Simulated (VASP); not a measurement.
Input of a VASP 6.6.1 run:

File INCAR:

```
ALGO     = Normal         # electronic algorithm
EDIFF    = 1E-7           # SCF threshold, eV
ENCUT    = 520            # plane-wave cutoff, eV
GGA      = PE             # functional
ISIF     = 2              # what is computed and relaxed
ISMEAR   = 0              # smearing method
LASPH    = True           # aspherical terms in the spheres
LCHARG   = False          # write CHGCAR
LREAL    = False          # projectors in reciprocal space
LWAVE    = False          # write WAVECAR
NBANDS   = 32             # bands
NELM     = 80             # most SCF steps
PREC     = Accurate       # precision mode
SIGMA    = 0.1            # smearing width, eV
```

The input KPOINTS:

```
k-points
0
Gamma
  2 2 2
```

Contents of POSCAR:

```
Cs4Zn
1.0
    7.6990191000      0.0000000000      0.0000000000
    0.0000000000      7.6990191000      0.0000000000
    0.0000000000      0.0000000000      7.6990191000
Cs Zn
4 1
Direct
    0.5000000000      0.0000000000      0.0000000000
    0.0000000000      0.5000000000      0.0000000000
    0.0000000000      0.0000000000      0.5000000000
    0.5000000000      0.5000000000      0.5000000000
    0.0000000000      0.0000000000      0.0000000000
```

Potentials or basis: VASP PAW PBE potentials, release 64 (Cs_sv, Zn).

The run is started by

```bash
$ cat potpaw_PBE.64/Cs_sv/POTCAR potpaw_PBE.64/Zn/POTCAR > POTCAR
$ mpirun -np 1 vasp_std > vasp.out
```

Task: What does it give for the pressure?

Result: -0.1 GPa.

Task: Predict the band gap on the k mesh.

Result: Zero (band 24 reaches 0.89 eV, above the bottom of band 25 at 0.12 eV).

Caveat: the k points lie up to 0.41 Å⁻¹ apart; spin-orbit coupling is left out, which moves the levels of the heavy elements.
